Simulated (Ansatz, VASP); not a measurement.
Fe: VASP beside Ansatz

The input INCAR:

```
  PREC = Accurate
  ENCUT = 600
  EDIFF = 1E-6
  ISMEAR = 0
  SIGMA = 0.15
  LREAL = F
  LASPH = T
  NELM = 200
  ALGO = Normal
  ISIF = 2
  LWAVE = F
  LCHARG = T
  ISPIN = 2
  MAGMOM = 2.44
  LORBIT = 11
  LMAXMIX = 4
  GGA = PE
  LELF = T
  LVHAR = T
  NBANDS = 18
  GGA_COMPAT = F
```

The input KPOINTS:

```
Automatic mesh
0
Gamma
  10 10 10
```

The input POSCAR:

```
Fe
1.0
   -1.5195513979      1.4157750842      1.3827875247
    1.5195513979     -1.4157750842      1.3827875247
    1.5195513979      1.4157750842     -1.3827875247
Fe
1
Direct
    0.0000000000      0.0000000000      0.0000000000
```

Input for Ansatz:

```yaml
crystal:
  lattice:
    - [-1.5195513979, 1.4157750842, 1.3827875247]
    - [1.5195513979, -1.4157750842, 1.3827875247]
    - [1.5195513979, 1.4157750842, -1.3827875247]
  atoms:
    - { symbol: Fe, position: [0.0, 0.0, 0.0], spin: 2.44 }
basis:
  ecutwfc: 520.0
kpoints:
  mp_grid: { grid: [10, 10, 10] }
hamiltonian:
  xc: pbe
scf:
  occupations: { method: gaussian, width: 0.15 }
output:
  forces: true
  stress: true
  eigenvalues: true
  populations: true
magnetization:
  spin_polarized: true
```

Change from the starting cell: normal strain along x +0.0733, normal strain along z -0.0233.

Alike in both runs: task single point; functional PBE; k mesh 10 × 10 × 10; occupations gaussian, width 0.15 eV; collinear spin.

|  | VASP | Ansatz |
| --- | --- | --- |
| version | VASP 6.6.1 | Ansatz 0.2.0 |
| potentials or method | VASP PAW PBE potentials, release 64 (Fe_sv), cutoff 600 eV | scalar-relativistic, plane waves, PAW |
| valence electrons in the cell | 16 | 16 |

|  | VASP | Ansatz | Ansatz less VASP |
| --- | --- | --- | --- |
| gap on the k mesh at the Fermi level (eV) | none | none | - |
| pressure (GPa) | -11.2 | -7.7 | +3.47 |
| traceless stress, the component that is largest in VASP (GPa) | -4.82 | -4.82 | +0.001 |
| net moment per atom (μB) | 2.24 | 2.24 | -0.001 |
| size of the moment on the site where the two differ most (μB) | 2.25 | 2.30 | +0.043 |

Site moments also hang on the region over which each program counts them. A gap of «none» marks a metal or a gap that the smearing closes.
